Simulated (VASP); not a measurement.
# Si2GeC3 (P6/mmm) in VASP: single point with PBE

Aim: the single point of Si2GeC3 with PBE.

Everything below comes from runs of VASP 6.6.1. Logs are shortened: lines on timing, memory, paths and dates and some standing lists are left out, and cuts for length are marked.

### 1 The cell of the first run

Symmetry: P6/mmm, No. 191, hexagonal system. The conventional cell has a = 3.801 Å, b = 3.801 Å, c = 7.180 Å, α = 90.00°, β = 90.00°, γ = 120.00°. Within 2.0 Å of Si (site symmetry 6mm) lie 1 Ge at 1.54 Å. Ge (site symmetry 6/mmm) has 2 Si at 1.54 Å within 2.0 Å. Within 2.7 Å of C (site symmetry 6/mmm) lie 2 Si at 2.05 Å. Within 2.9 Å of C (site symmetry -6m2) lie 3 Ge at 2.19 Å and 3 C at 2.19 Å and 6 Si at 2.68 Å.

### 2 Single point, PBE

The input, INCAR:

```
PREC = Accurate ; ENCUT = 520
EDIFF = 1E-6 ; ISMEAR = 0
SIGMA = 0.1 ; LREAL = F
LASPH = T ; NELM = 100
ALGO = Normal ; ISIF = 2
LWAVE = F ; LCHARG = F
GGA = PE ; NBANDS = 26
```

The input, KPOINTS:

```
regular mesh
0
Gamma
  6 6 4
```

The input, POSCAR:

```
Si2GeC3
1.0
    3.8014697400      0.0000000000      0.0000000000
   -1.9007348700      3.2921693700      0.0000000000
    0.0000000000      0.0000000000      7.1798726500
Si Ge C
2 1 3
Direct
    0.0000000000      0.0000000000      0.2139271000
    0.0000000000      0.0000000000      0.7860729000
    0.0000000000      0.0000000000      0.0000000000
    0.0000000000      0.0000000000      0.5000000000
    0.3333333300      0.6666666700      0.0000000000
    0.6666666700      0.3333333300      0.0000000000
```

Potentials or basis: VASP PAW PBE potentials, release 64 (Si, Ge_d, C).

On the command line:

```console
cat potpaw_PBE.64/Si/POTCAR potpaw_PBE.64/Ge_d/POTCAR potpaw_PBE.64/C/POTCAR > POTCAR
mpirun -np 1 vasp_std > vasp.out
```

OUTCAR:

```text
PREC = Accurate
   ENCUT = 520
   EDIFF = 1E-6
   ISMEAR = 0
   LREAL = F
   LASPH = T
   NELM = 100
   ISIF = 2
   GGA = PE

 ion  position               nearest neighbor table
   1  0.000  0.000  0.214-   3 1.54   4 2.05   2 3.07
   2  0.000  0.000  0.786-   3 1.54   4 2.05   1 3.07
   3  0.000  0.000  0.000-   1 1.54   2 1.54   5 2.19   6 2.19   6 2.19   5 2.19   6 2.19   5 2.19

   4  0.000  0.000  0.500-   1 2.05   2 2.05
   5  0.333  0.667  0.000-   3 2.19   3 2.19   3 2.19
   6  0.667  0.333  0.000-   3 2.19   3 2.19   3 2.19

  LATTYP: Found a hexagonal cell.
 ALAT       =     3.8014697400
 C/A-ratio  =     1.8887096679

  Lattice vectors:

 A1 = (   3.8014697400,   0.0000000000,   0.0000000000)
 A2 = (  -1.9007348700,   3.2921693700,   0.0000000000)
 A3 = (   0.0000000000,   0.0000000000,   7.1798726500)

Analysis of symmetry for initial positions (statically):
=====================================================================
 Subroutine PRICEL returns:
 Original cell was already a primitive cell.

 Routine SETGRP: Setting up the symmetry group for a
 hexagonal supercell.

 Subroutine GETGRP returns: Found 24 space group operations
 (whereof 24 operations were pure point group operations)
 out of a pool of 24 trial point group operations.

The static configuration has the point symmetry D_6h.

Analysis of symmetry for dynamics (positions and initial velocities):
=====================================================================
 Subroutine PRICEL returns:
 Original cell was already a primitive cell.

 Routine SETGRP: Setting up the symmetry group for a
 hexagonal supercell.

 Subroutine GETGRP returns: Found 24 space group operations
 (whereof 24 operations were pure point group operations)
 out of a pool of 24 trial point group operations.

The dynamic configuration has the point symmetry D_6h.

 Subroutine INISYM returns: Found 24 space group operations
 (whereof 24 operations are pure point group operations),
 and found     1 'primitive' translations

----------------------------------------------------------------------------------------

                                     Primitive cell

  volume of cell :      89.8567

  direct lattice vectors                    reciprocal lattice vectors
     3.801469740  0.000000000  0.000000000     0.263056152  0.151875540  0.000000000
    -1.900734870  3.292169370  0.000000000     0.000000000  0.303751079  0.000000000
     0.000000000  0.000000000  7.179872650     0.000000000  0.000000000  0.139278236

  length of vectors
     3.801469740  3.801469743  7.179872650     0.303751080  0.303751079  0.139278236

  position of ions in fractional coordinates (direct lattice)
     0.000000000  0.000000000  0.213927100
     0.000000000  0.000000000  0.786072900
     0.000000000  0.000000000  0.000000000
     0.000000000  0.000000000  0.500000000
     0.333333330  0.666666670  0.000000000
     0.666666670  0.333333330  0.000000000

  ion indices of the primitive-cell ions
   primitive index   ion index
                 1           1
                 2           2
                 3           3
                 4           4
                 5           5
                 6           6

----------------------------------------------------------------------------------------

 KPOINTS: regular mesh

Automatic generation of k-mesh.
 Grid dimensions read from file:
 generate k-points for:    6    6    4

 Generating k-lattice:

  Cartesian coordinates                     Fractional coordinates (reciprocal lattice)
     0.043842692  0.025312590  0.000000000     0.166666667  0.000000000  0.000000000
     0.000000000  0.050625180  0.000000000     0.000000000  0.166666667  0.000000000
     0.000000000  0.000000000  0.034819559     0.000000000  0.000000000  0.250000000

  Length of vectors
     0.050625180  0.050625180  0.034819559

  Shift w.r.t. Gamma in fractional coordinates (k-lattice)
     0.000000000  0.000000000  0.000000000

 Subroutine IBZKPT returns following result:
 ===========================================

 Found     21 irreducible k-points:

 Following reciprocal coordinates:
            Coordinates               Weight
  0.000000  0.000000  0.000000      1.000000
  0.166667 -0.000000  0.000000      6.000000
  0.333333 -0.000000  0.000000      6.000000
  0.500000 -0.000000  0.000000      3.000000
  0.166667  0.166667  0.000000      6.000000
  0.333333  0.166667  0.000000     12.000000
[... 13 lines left out ...]
  0.333333  0.166667  0.500000     12.000000
  0.333333  0.333333  0.500000      2.000000
   k-points           NKPTS =     21   k-points in BZ     NKDIM =     21   number of bands    NBANDS=     26
   number of dos      NEDOS =    301   number of ions     NIONS =      6
   total plane-waves  NPLWV =  42336
   dimension x,y,z NGX =    28 NGY =   28 NGZ =   54
   dimension x,y,z NGXF=    56 NGYF=   56 NGZF=  108
   ions per type =               2   1   3
   NGX,Y,Z   is equivalent  to a cutoff of  12.24, 12.24, 12.50 a.u.
   NGXF,Y,Z  is equivalent  to a cutoff of  24.49, 24.49, 25.01 a.u.
 SYSTEM =  unknown system
   PREC   = accura    normal or accurate (medium, high low for compatibility)
   ISTART =      0    job   : 0-new  1-cont  2-samecut
   ICHARG =      2    charge: 1-file 2-atom 10-const
   ISPIN  =      1    spin polarized calculation?
   LNONCOLLINEAR =      F non collinear calculations
   LSORBIT =      F    spin-orbit coupling
   LASPH  =      T    aspherical Exc in radial PAW
   ENCUT  =  520.0 eV  38.22 Ry    6.18 a.u.   7.07  7.07 13.35*2*pi/ulx,y,z
   NELM   =    100;   NELMIN=  2; NELMDL= -5     # of ELM steps
   EDIFF  = 0.1E-05   stopping-criterion for ELM
   LREAL  =      F    real-space projection
   EDIFFG = 0.1E-04   stopping-criterion for IOM
   NSW    =      0    number of steps for IOM
   IBRION =     -1    ionic relax: 0-MD 1-quasi-New 2-CG
   NFREE  =      0    steps in history (QN), initial steepest desc. (CG)
   ISIF   =      2    stress and relaxation
   ISYM   =      2    0-nonsym 1-usesym 2-fastsym
   POTIM  = 0.5000    time-step for ionic-motion
   TEBEG  =    0.0;   TEEND  =   0.0 temperature during run
   PSTRESS=    0.0 pullay stress
   NELECT =      34.0000    total number of electrons
   NUPDOWN=      -1.0000    fix difference up-down
   EMIN   =  10.00;   EMAX   =-10.00  energy-range for DOS
   EFERMI =   0.00;   METHOD = LEGACY
   ISMEAR =     0;   SIGMA  =   0.10  broadening in eV -4-tet -1-fermi 0-gaus
   EFERMI_NEDOS =   21; number of points for ismear=-14 and -15
   IALGO  =     38    algorithm
   IMIX   =      4    mixing-type and parameters
     AMIX     =   0.40;   BMIX     =  1.00
     AMIX_MAG =   1.60;   BMIX_MAG =  1.00
  volume/ion in A,a.u.               =      14.98       101.06
  Fermi-wavevector in a.u.,A,eV,Ry     =   1.184089  2.237604 19.076274  1.402067
  Thomas-Fermi vector in A             =   2.320310
   LORBIT       =      0    0 simple, 1 ext, 2 COOP (PROOUT), +10 PAW based schemes
   GGA     = PE    functional components
   LHFCALC =     F    Hartree Fock is set to
   AEXX    =    0.0000 exact exchange contribution
   IVDW    =     0    specifies the selected vdW correction
   LEPSILON=     F    determine dielectric tensor
   LRPA    =     F    only Hartree local field effects (RPA)
 non-spin polarized calculation
 Gauss-broadening in eV      SIGMA  =   0.10
  energy-cutoff  :      520.00
  volume of cell :       89.86
 maximum number of plane-waves:      2451
   NGX = 15   NGY = 15   NGZ = 27

 number of electron      33.9999984 magnetization

 Free energy of the ion-electron system (eV)
  ---------------------------------------------------
  ext. energy  EPLUGINS =         0.00000000
  ---------------------------------------------------
  free energy    TOTEN  =        -4.21467242 eV

  energy without entropy =       -4.18909696  energy(sigma->0) =       -4.20188469

 E-fermi :   4.8526     XC(G=0):  -9.7866

 val. band max:        4.8429099957   @ k =   0.0000   0.0000   0.5000
 cond. band min:       4.8581061146   @ k =   0.3333  -0.0000   0.0000
 fundamental gap:      0.0151961189
 Fermi energy:         4.8525585410

 k-point     1 :       0.0000    0.0000    0.0000
  band No.  band energies     occupation
      1     -24.1389      2.00000
      2     -23.2317      2.00000
      3     -23.2317      2.00000
      4     -22.2908      2.00000
      5     -22.2908      2.00000
      6     -12.7066      2.00000
[... 18 lines left out ...]
     25      10.3889      0.00000
     26      11.6787      0.00000

 k-point     2 :       0.1667   -0.0000    0.0000
  band No.  band energies     occupation
      1     -24.1380      2.00000
      2     -23.2335      2.00000
      3     -23.2321      2.00000
      4     -22.2912      2.00000
      5     -22.2859      2.00000
      6     -12.3763      2.00000
[... 18 lines left out ...]
     25      10.0610      0.00000
     26      12.2511      0.00000

 k-point     3 :       0.3333   -0.0000    0.0000
  band No.  band energies     occupation
      1     -24.1363      2.00000
      2     -23.2371      2.00000
      3     -23.2328      2.00000
      4     -22.2921      2.00000
      5     -22.2759      2.00000
      6     -11.4157      2.00000
[... 18 lines left out ...]
     25      10.3930      0.00000
     26      11.2949      0.00000

 k-point     4 :       0.5000   -0.0000    0.0000
  band No.  band energies     occupation
      1     -24.1354      2.00000
      2     -23.2388      2.00000
      3     -23.2332      2.00000
      4     -22.2925      2.00000
      5     -22.2709      2.00000
      6     -10.3666      2.00000
[... 18 lines left out ...]
     25      10.7995      0.00000
     26      11.2217      0.00000

 k-point     5 :       0.1667    0.1667    0.0000
  band No.  band energies     occupation
      1     -24.1367      2.00000
      2     -23.2358      2.00000
      3     -23.2330      2.00000
      4     -22.2905      2.00000
      5     -22.2798      2.00000
      6     -11.7275      2.00000
[... 18 lines left out ...]
     25      10.0048      0.00000
     26      11.6308      0.00000

 k-point     6 :       0.3333    0.1667    0.0000
  band No.  band energies     occupation
      1     -24.1354      2.00000
      2     -23.2379      2.00000
      3     -23.2341      2.00000
      4     -22.2889      2.00000
      5     -22.2746      2.00000
      6     -10.5557      2.00000
[... 340 lines left out ...]
 k-point    18 :       0.5000   -0.0000    0.5000
  band No.  band energies     occupation
      1     -24.1354      2.00000
      2     -23.2388      2.00000
      3     -23.2332      2.00000
      4     -22.2925      2.00000
      5     -22.2709      2.00000
      6     -10.3527      2.00000
[... 18 lines left out ...]
     25       9.6676      0.00000
     26      10.4361      0.00000

 k-point    19 :       0.1667    0.1667    0.5000
  band No.  band energies     occupation
      1     -24.1367      2.00000
      2     -23.2358      2.00000
      3     -23.2330      2.00000
      4     -22.2905      2.00000
      5     -22.2798      2.00000
      6     -11.7203      2.00000
[... 18 lines left out ...]
     25       8.7444      0.00000
     26      11.2862      0.00000

 k-point    20 :       0.3333    0.1667    0.5000
  band No.  band energies     occupation
      1     -24.1354      2.00000
      2     -23.2379      2.00000
      3     -23.2341      2.00000
      4     -22.2889      2.00000
      5     -22.2746      2.00000
      6     -10.5442      2.00000
[... 18 lines left out ...]
     25       9.4278      0.00000
     26      10.4318      0.00000

 k-point    21 :       0.3333    0.3333    0.5000
  band No.  band energies     occupation
      1     -24.1350      2.00000
      2     -23.2365      2.00000
      3     -23.2365      2.00000
      4     -22.2806      2.00000
      5     -22.2806      2.00000
      6      -9.8126      2.00000
[... 18 lines left out ...]
     25       9.0368      0.00000
     26      11.4866      0.00000

------------------------ aborting loop because EDIFF is reached ----------------------------------------

  FORCE on cell =-STRESS in cart. coord.  units (eV):
  Direction    XX          YY          ZZ          XY          YZ          ZX
  --------------------------------------------------------------------------------------
  -------------------------------------------------------------------------------------
  Total        5.7755803      5.7755804    125.7610391     -0.0000000      0.0000000      0.0000000
  in kB      102.9806819    102.9806821   2242.3647126     -0.0000000      0.0000000      0.0000000
  external PRESSURE =     816.1086922 kB  Pullay stress =       0.0000000 kB

 VOLUME and BASIS-vectors are now :
 -----------------------------------------------------------------------------
  energy-cutoff  :      520.00
  volume of cell :       89.86
      direct lattice vectors                 reciprocal lattice vectors
     3.801469740  0.000000000  0.000000000     0.263056152  0.151875540  0.000000000
    -1.900734870  3.292169370  0.000000000     0.000000000  0.303751079  0.000000000
     0.000000000  0.000000000  7.179872650     0.000000000  0.000000000  0.139278236

 POSITION                                       TOTAL-FORCE (eV/Angst)
 -----------------------------------------------------------------------------------
      0.00000      0.00000      1.53597        -0.000000      0.000000     50.728241
      0.00000      0.00000      5.64390        -0.000000      0.000000    -50.728241
      0.00000      0.00000      0.00000        -0.000000      0.000000      0.000000
      0.00000      0.00000      3.58994        -0.000000      0.000000      0.000000
     -0.00000      2.19478      0.00000         0.000000     -0.000000      0.000000
      1.90073      1.09739      0.00000        -0.000000      0.000000      0.000000
 -----------------------------------------------------------------------------------
    total drift:                               -0.000000     -0.000000     -0.000000

  FREE ENERGIE OF THE ION-ELECTRON SYSTEM (eV)
  ---------------------------------------------------
  free  energy   TOTEN  =        -4.2146724185 eV

  energy  without entropy=       -4.1890969628  energy(sigma->0) =       -4.20188469
```

It took 55 s on 1 thread of Intel Xeon 6975P-C, shared host; peak memory 0.21 GiB.

Results:

```yaml
Free_energy: -4.2147 eV
Pressure: 81.6 GPa
Largest_force: 50.728 eV/Å
Band_gap_on_the_k_mesh: zero (band 17 reaches 5.20 eV, above the bottom of band 18 at 3.72 eV)
```

Forces on the atoms (eV/Å):
```
Si    0.000   0.000  50.728
Si    0.000   0.000 -50.728
Ge    0.000   0.000   0.000
C     0.000   0.000   0.000
C     0.000   0.000   0.000
C     0.000   0.000   0.000
```

Levels at points of the mesh, in eV from the Fermi level:
```
           k point  band 15  band 16  band 17  band 18  band 19  band 20
(0.00, 0.00, 0.00)    -4.37    -1.32    -0.20     0.49     0.49     1.40
(0.50, 0.00, 0.00)    -0.60    -0.53    -0.11     0.40     1.15     2.05
(0.00, 0.00, 0.50)    -4.37    -0.23    -0.01    -0.01     1.40     1.69
(0.50, 0.00, 0.50)    -0.71    -0.62    -0.25     1.09     1.94     1.96
```

Caveat: forces of over 1 eV/Å act on the atoms, so gaps and moduli don't describe the material at rest.
